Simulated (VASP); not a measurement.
# ZnO: relaxation of cell and atoms with r2SCAN

The system is ZnO.

```
Zn O
1.0
     3.27320    0.00000    0.00000
    -1.63660    2.83467    0.00000
     0.00000    0.00000    5.34511
Zn O
2 2
Direct
  0.00000 0.00000 0.00000
  0.33333 0.66667 0.50000
  0.00000 0.00000 0.37500
  0.33333 0.66667 0.87500
```

```json
{
 "Program": "VASP 6.6.1",
 "Task": "relaxation of cell and atoms",
 "Functional": "r2SCAN",
 "Potentials or basis": "VASP PAW PBE potentials, release 64 (Zn, O)",
 "Cutoff": "600 eV",
 "k mesh": "12 × 12 × 6",
 "Occupations": "gaussian, width 0.02 eV",
 "Spin": "no spin polarisation",
 "Dipole correction": "no",
 "Further INCAR settings": "ALGO = Normal; EDIFF = 1e-06; IBRION = 2; EDIFFG = -0.005; NSW = 100; ISIF = 3"
}
```

```json
{
 "Relaxed volume": "11.87 Å³/atom",
 "Relaxed cell": "a = 3.242 Å, b = 3.242 Å, c = 5.215 Å, α = 90.00°, β = 90.00°, γ = 120.00°",
 "Space group after relaxing (to 0.1 Å)": "P6_3mc (No. 186)",
 "Energy gained by relaxing": "11.4 meV/atom",
 "Ionic steps": "9",
 "Pressure after relaxing": "0.0 GPa",
 "Band gap on the k mesh": "1.23 eV"
}
```

The path:
```tsv
step	energy change (eV)	largest force (eV/Å)	pressure (GPa)	volume (Å³)
1	0.0000	0.0466	-5.94	49.59
2	-0.0323	0.0400	3.71	46.37
3	-0.0437	0.0392	0.25	47.40
4	-0.0437	0.0392	0.03	47.46
5	-0.0442	0.0392	0.02	47.47
6	-0.0452	0.0385	-0.03	47.48
7	-0.0453	0.0370	-0.04	47.49
8	-0.0454	0.0211	0.02	47.46
9	-0.0455	0.0010	-0.01	47.47
```

Final structure:
```
CELL_PARAMETERS angstrom
3.24188 0.00000 0.00000
-1.62094 2.80755 0.00000
0.00000 0.00000 5.21550
ATOMIC_POSITIONS crystal
Zn 0.00000 0.00000 0.99747
Zn 0.33333 0.66667 0.49747
O 0.00000 0.00000 0.37753
O 0.33333 0.66667 0.87753
```

Levels at points of the mesh, in eV from the valence-band top:
```
           k point  band 14  band 15  band 16  band 17  band 18  band 19  band 20  band 21  band 22
(0.00, 0.00, 0.00)    -0.81    -0.81    -0.09     0.00     0.00     1.23     5.85     8.82    13.69
(0.50, 0.00, 0.00)    -3.58    -2.85    -2.32    -1.30    -0.87     6.41     7.35     8.09     9.28
(0.00, 0.00, 0.50)    -2.24    -0.40    -0.40    -0.40    -0.40     3.93     3.93    10.81    10.81
(0.50, 0.00, 0.50)    -3.78    -1.55    -1.55    -1.40    -1.40     6.25     6.25     9.15     9.15
```

It took 38 min on 1 thread of Intel(R) Xeon(R) Platinum 8375C CPU @ 2.90GHz (Ice Lake) (shared host), peak memory 0.26 GiB.

Caveat: the PAW data sets were made with another functional, which shifts forces and pressure a little.
